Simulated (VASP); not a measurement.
# Mg in VASP: settings compared, part 2 of 2

VASP 6.6.1.

### 3 Single point, BLYP

INCAR reads:

```
SYSTEM = Mg
PREC     = Accurate       ! precision mode
ENCUT    = 520            ! plane-wave cutoff, eV
EDIFF    = 1E-7           ! SCF threshold, eV
ISMEAR   = 1              ! smearing method
SIGMA    = 0.15           ! smearing width, eV
LREAL    = .False.        ! projectors in reciprocal space
LASPH    = .True.         ! aspherical terms in the spheres
NELM     = 100            ! most SCF steps
ALGO     = Fast           ! electronic algorithm
ISIF     = 2              ! what is computed and relaxed
LWAVE    = .False.        ! write WAVECAR
LCHARG   = .True.         ! write CHGCAR
GGA      = B5             ! functional
ALDAX    = 1.0          
AGGAX    = 1.0          
AGGAC    = 1.0          
ALDAC    = 0.0          
LELF     = .True.         ! ELF
LVHAR    = .True.       
NBANDS   = 7              ! bands
```

KPOINTS reads:

```
regular mesh
0
Gamma
  7 7 7
  0 0 0
```

POSCAR reads:

```
Mg
1.0
   -0.0241820000      2.1719610000      2.2656590000
    2.2485670000     -0.0256580000      2.2671350000
    2.2543800000      2.1792490000     -0.0314710000
Mg
1
Direct
    0.0000000000      0.0000000000      0.0000000000
```

Potentials or basis: VASP PAW PBE potentials, release 64 (Mg).

On the command line:

```bash
$ cat potpaw_PBE.64/Mg/POTCAR > POTCAR
$ mpirun -np 1 vasp_std > vasp.out
```

Run time: 17 s. Hardware: 1 thread of AMD EPYC 9R45 (Zen 5), shared host; peak memory 0.12 GiB.

Results (log left out):

| Quantity | Value |
| --- | --- |
| Free energy | -0.7557 eV |
| Pressure | 1.5 GPa |
| Band gap on the k mesh | zero (band 1 reaches 3.99 eV, above the bottom of band 2 at 2.39 eV) |

Stress tensor (GPa, compression positive):
```
1.54 0.32 0.45
0.32 2.22 0.45
0.45 0.45 0.71
```

Levels at points of the mesh, in eV from the Fermi level:
```tsv
k point	band 1	band 2	band 3	band 4	band 5	band 6
(0.00, 0.00, 0.00)	-7.09	12.02	12.23	12.66	13.97	14.08
```

Caveat: the PAW data sets were made with another functional, which shifts forces and pressure a little.

### 4 Single point, r2SCAN, collinear spin, ferromagnetic start

POSCAR reads:

```
Mg
1.0
    0.0000000000      2.2442560000      2.2442560000
    2.2442560000      0.0000000000      2.2442560000
    2.2442560000      2.2442560000      0.0000000000
Mg
1
Direct
    0.0000000000      0.0000000000      0.0000000000
```

INCAR.step1 reads:

```
SYSTEM = Mg
PREC = Accurate
ENCUT = 520
ISMEAR = 1
SIGMA = 0.1
LREAL = .FALSE.
LASPH = .TRUE.
NELM = 150
ISPIN = 2
MAGMOM = 2
NBANDS = 11
GGA = PE
ALGO = Normal
EDIFF = 1E-4
LWAVE = .TRUE.
LCHARG = .FALSE.
```

INCAR.step2 reads:

```
SYSTEM = Mg
PREC = Accurate
ENCUT = 520
EDIFF = 1E-6
ISMEAR = 1
SIGMA = 0.1
LREAL = .FALSE.
LASPH = .TRUE.
NELM = 150
ALGO = Normal
ISIF = 2
LWAVE = .FALSE.
LCHARG = .FALSE.
ISPIN = 2
MAGMOM = 2
LORBIT = 11
METAGGA = R2SCAN
LMIXTAU = .TRUE.
NBANDS = 11
ISTART = 1
```

KPOINTS reads:

```
regular mesh
0
G
  10 10 10
  0 0 0
```

On the command line:

```bash
$ cat potpaw_PBE.64/Mg/POTCAR > POTCAR
$ cp INCAR.step1 INCAR
$ mpirun -np 1 vasp_std > vasp.out
$ cp INCAR.step2 INCAR
$ mpirun -np 1 vasp_std > vasp.out
```

Wall time 40 s (1 thread of AMD EPYC 9R45 (Zen 5), shared host); peak memory 0.13 GiB.

It converged, with:

```
Free energy                                           : -4.1310 eV
Pressure                                              : 0.0 GPa
Band gap on the k mesh                                : zero (filled and empty bands overlap)
Net moment                                            : 0.00 μB per cell
Valence electrons inside the program's atomic spheres : Mg 0.34
```

Levels at points of the mesh, in eV from the Fermi level:
Spin up:
```
           k point  band 1  band 2  band 3  band 4
(0.00, 0.00, 0.00)   -7.52   13.21   13.21   13.21
(0.50, 0.00, 0.00)   -2.03   -1.32   12.03   12.03
(0.50, 0.50, 0.00)   -0.36    0.82    6.40    7.48
```
Spin down:
| k point | band 1 | band 2 | band 3 | band 4 | band 5 | band 6 |
| --- | --- | --- | --- | --- | --- | --- |
| (0.00, 0.00, 0.00) | -7.52 | 13.21 | 13.21 | 13.21 | 15.55 | 15.55 |
| (0.50, 0.00, 0.00) | -2.03 | -1.32 | 12.03 | 12.03 | 13.15 | 13.15 |
| (0.50, 0.50, 0.00) | -0.36 | 0.82 | 6.40 | 7.48 | 7.48 | 10.87 |

Caveat: the PAW data sets were made with another functional, which shifts forces and pressure a little.

### 5 Single point, r2SCAN+rVV10 (the cell strained at random)

POSCAR reads:

```
Mg
1.0
   -0.0370870000      2.2383520000      2.2852300000
    2.2086620000     -0.0024920000      2.2506350000
    2.2185010000      2.2135970000     -0.0123310000
Mg
1
Direct
    0.0000000000      0.0000000000      0.0000000000
```

INCAR.step1 reads:

```
SYSTEM = Mg
PREC     = Accurate       ! precision mode
ENCUT    = 520            ! plane-wave cutoff, eV
ISMEAR   = 1              ! smearing method
SIGMA    = 0.05           ! smearing width, eV
LREAL    = .FALSE.        ! projectors in reciprocal space
LASPH    = .TRUE.         ! aspherical terms in the spheres
NELM     = 100            ! most SCF steps
NBANDS   = 7              ! bands
GGA      = PE             ! functional
ALGO     = Normal         ! electronic algorithm
EDIFF    = 1E-4           ! SCF threshold, eV
LWAVE    = .TRUE.         ! write WAVECAR
LCHARG   = .FALSE.        ! write CHGCAR
```

INCAR.step2 reads:

```
SYSTEM = Mg
PREC     = Accurate       ! precision mode
ENCUT    = 520            ! plane-wave cutoff, eV
EDIFF    = 1E-6           ! SCF threshold, eV
ISMEAR   = 1              ! smearing method
SIGMA    = 0.05           ! smearing width, eV
LREAL    = .FALSE.        ! projectors in reciprocal space
LASPH    = .TRUE.         ! aspherical terms in the spheres
NELM     = 100            ! most SCF steps
ALGO     = Normal         ! electronic algorithm
ISIF     = 2              ! what is computed and relaxed
LWAVE    = .FALSE.        ! write WAVECAR
LCHARG   = .FALSE.        ! write CHGCAR
METAGGA  = R2SCAN         ! meta-GGA
LMIXTAU  = .TRUE.       
LUSE_VDW = .TRUE.       
IVDW_NL  = 2            
BPARAM   = 11.95        
CPARAM   = 0.0093       
NBANDS   = 7              ! bands
ISTART   = 1
```

KPOINTS reads:

```
Automatic mesh
0
G
  8 8 8
  0 0 0
```

On the command line:

```bash
$ cat potpaw_PBE.64/Mg/POTCAR > POTCAR
$ cp INCAR.step1 INCAR
$ mpirun -np 1 vasp_std > vasp.out
$ cp INCAR.step2 INCAR
$ mpirun -np 1 vasp_std > vasp.out
```

Wall time 92 s (1 thread of AMD EPYC 9R45 (Zen 5), shared host); peak memory 0.21 GiB.

The run converged. Its results:

```
Free energy            : -4.0086 eV
Pressure               : -0.2 GPa
Band gap on the k mesh : zero (band 1 reaches 4.22 eV, above the bottom of band 2 at 1.26 eV)
```

Stress tensor (GPa, compression positive):
```
 0.16  0.20 -0.61
 0.20  0.21 -0.59
-0.61 -0.59 -1.05
```

Levels at points of the mesh, in eV from the Fermi level:
```csv
k point,band 1,band 2,band 3,band 4,band 5
"(0.00, 0.00, 0.00)",-7.23,13.08,13.65,13.80,15.20
"(0.50, 0.00, 0.00)",-1.86,-1.23,12.35,12.73,13.50
"(0.00, 0.50, 0.00)",-1.68,-0.94,11.81,12.64,12.84
"(0.50, 0.50, 0.00)",-0.25,0.92,6.84,7.79,8.18
"(0.00, 0.00, 0.50)",-1.73,-1.01,12.13,12.50,13.26
"(0.50, 0.00, 0.50)",0.04,1.24,6.59,7.32,7.98
"(0.00, 0.50, 0.50)",0.01,1.21,6.63,7.53,7.85
"(0.50, 0.50, 0.50)",-1.66,-0.91,11.95,12.45,13.04
```

Caveat: the cell differs from its parent crystal (the cell strained at random); the PAW data sets were made with another functional, which shifts forces and pressure a little.

### 6 Single point, PBEsol-based global hybrid

POSCAR reads:

```
Mg
1.0
    0.0000000000      2.2442560000      2.2442560000
    2.2442560000      0.0000000000      2.2442560000
    2.2442560000      2.2442560000      0.0000000000
Mg
1
Direct
    0.0000000000      0.0000000000      0.0000000000
```

INCAR.step1 reads:

```
PREC = Accurate
ENCUT = 520
EDIFF = 1E-5
ISMEAR = -1
SIGMA = 0.1
LREAL = False
LASPH = True
NELM = 80
ALGO = Normal
ISIF = 2
LWAVE = True
LCHARG = False
GGA = PE
NBANDS = 7
```

INCAR.step2 reads:

```
PREC = Accurate
ENCUT = 520
EDIFF = 1E-6
ISMEAR = -1
SIGMA = 0.1
LREAL = False
LASPH = True
NELM = 80
ALGO = Normal
ISIF = 2
LWAVE = False
LCHARG = False
GGA = PS
LHFCALC = True
AEXX = 0.25
PRECFOCK = Normal
ISTART = 1
NBANDS = 7
```

KPOINTS reads:

```
Automatic mesh
0
Gamma
  7 7 7
```

Potentials or basis: VASP PAW PBE potentials, release 64 (Mg).

On the command line:

```bash
$ cat potpaw_PBE.64/Mg/POTCAR > POTCAR
$ cp INCAR.step1 INCAR
$ mpirun -np 1 vasp_std > vasp.out
$ cp INCAR.step2 INCAR
$ mpirun -np 1 vasp_std > vasp.out
```

It took 97 s on 1 thread of AMD EPYC 9R45 (Zen 5), shared host; peak memory 0.12 GiB.

Results (log left out):

* Free energy: -1.6889 eV
* Pressure: 0.0 GPa
* Band gap on the k mesh: zero (band 1 reaches 3.59 eV, above the bottom of band 2 at 1.79 eV)

Levels at points of the mesh, in eV from the Fermi level:
| k point | band 1 | band 2 | band 3 | band 4 | band 5 |
| --- | --- | --- | --- | --- | --- |
| (0.00, 0.00, 0.00) | -8.61 | 13.61 | 13.61 | 13.61 | 15.69 |

Caveat: the PAW data sets were made with another functional, which shifts forces and pressure a little.

### 7 Summary

| level | potentials or basis | spin | cell | k mesh | smearing | grid for exact exchange (PRECFOCK) | share of exact exchange | gap on the mesh (eV) | pressure (GPa) |
| --- | --- | --- | --- | --- | --- | --- | --- | --- | --- |
| LDA | VASP PAW LDA potentials, release 64 (Mg) | off | a = 3.174 Å, angles 60.0°, 1 atom | 10 × 10 × 10 | tetrahedron | - | - | none | -2.0 |
| BLYP | VASP PAW PBE potentials, release 64 (Mg) | off | a = 3.139, b = 3.193, c = 3.136 Å, angles 60.4, 62.1, 59.9°, 1 atom | 7 × 7 × 7 | methfessel-paxton 0.15 eV | - | - | none | 1.5 |
| r2SCAN | VASP PAW PBE potentials, release 64 (Mg) | collinear, ferromagnetic start | a = 3.174 Å, angles 60.0°, 1 atom | 10 × 10 × 10 | methfessel-paxton 0.1 eV | - | - | none | 0.0 |
| r2SCAN+rVV10 | VASP PAW PBE potentials, release 64 (Mg) | off | a = 3.199, b = 3.153, c = 3.134 Å, angles 60.5, 61.1, 59.9°, 1 atom | 8 × 8 × 8 | methfessel-paxton 0.05 eV | - | - | none | -0.2 |
| PBEsol-based global hybrid | VASP PAW PBE potentials, release 64 (Mg) | off | a = 3.174 Å, angles 60.0°, 1 atom | 7 × 7 × 7 | fermi-dirac 0.1 eV | Normal | 0.25 | none | 0.0 |

Alike in all rows: task single point; cutoff (eV) 520.

Caveats: the PAW data sets were made with another functional, which shifts forces and pressure a little (some runs).

Total energies depend on the potentials used, so only differences within one code and one set of settings carry meaning.
